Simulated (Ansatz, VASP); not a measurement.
# One calculation of BaTiO3, two programs

Contents of INCAR:

```
SYSTEM = BaTiO3
ALGO = Normal ; EDIFF = 1E-7
ENCUT = 520 ; GGA = PE
ISIF = 2 ; ISMEAR = -1
LASPH = .TRUE. ; LCHARG = .FALSE.
LREAL = .FALSE. ; LWAVE = .FALSE.
NBANDS = 28 ; NELM = 100
PREC = Accurate ; SIGMA = 0.03
```

The input KPOINTS:

```
k-points
0
G
  7 7 7
  0 0 0
```

Contents of POSCAR:

```
BaTiO3
1.0
    3.9998000000      0.0399980000      0.0399980000
    0.0399980000      3.9998000000      0.0399980000
    0.0401800000      0.0401800000      4.0180000000
Ba Ti O
1 1 3
Direct
    0.0000000000      0.0000000000      0.0000000000
    0.5000000000      0.5000000000      0.5000000000
    0.5000000000      0.5000000000      0.0000000000
    0.5000000000      0.0000000000      0.5000000000
    0.0000000000      0.5000000000      0.5000000000
```

Input for Ansatz:

```yaml
crystal:
  lattice:
    - [3.9998, 0.039998, 0.039998]
    - [0.039998, 3.9998, 0.039998]
    - [0.04018, 0.04018, 4.018]
  atoms:
    - { symbol: Ba, position: [0.0, 0.0, 0.0] }
    - { symbol: Ti, position: [0.5, 0.5, 0.5] }
    - { symbol: O, position: [0.5, 0.5, 0.0] }
    - { symbol: O, position: [0.5, 0.0, 0.5] }
    - { symbol: O, position: [0.0, 0.5, 0.5] }
kpoints:
  mp_grid: { grid: [7, 7, 7] }
  band_path:
    path:
      - [0.0, 0.0, 0.0]
      - [0.4903402537, -0.4903402537, 0.0]
      - [-0.4903402537, -0.5096597463, 0.0]
      - [-0.5, -0.5, 0.0]
      - [0.0, 0.0, 0.0]
      - [-0.5, -0.5, -0.5]
      - [-0.4807242624, -0.5192757376, -0.5]
      - [0.4807242624, -0.4807242624, -0.5]
      - [0.0, 0.0, -0.5]
    npoints: 5
scf:
  occupations: { method: fermi_dirac, width: 0.03 }
hamiltonian:
  xc: pbe
  pseudopotentials: { kind: all_electron, lapw: { basis_error: 0.001 } }
output:
  forces: true
  stress: true
  eigenvalues: true
```

Change from the starting cell: equal xy, yz and zx shear strains of +2 %.

Alike in both runs: task single point; functional PBE; k mesh 7 × 7 × 7; occupations fermi-dirac, width 0.03 eV; no spin polarisation.

|  | VASP | Ansatz |
| --- | --- | --- |
| version | VASP 6.6.1 | Ansatz 0.2.0 |
| potentials or method | VASP PAW PBE potentials, release 64 (Ba_sv, Ti_sv, O), cutoff 520 eV | all-electron LAPW, scalar-relativistic |

|  | VASP | Ansatz | Ansatz less VASP |
| --- | --- | --- | --- |
| gap on the k mesh at the Fermi level (eV) | 1.74 | 1.79 | +0.058 |
| pressure (GPa) | 3.6 | 1.8 | -1.77 |
| traceless stress, the component that is largest in VASP (GPa) | -2.49 | -2.41 | +0.077 |

Ansatz ran all-electron here, and VASP with PAW potentials.

Neither program's run includes spin-orbit coupling.
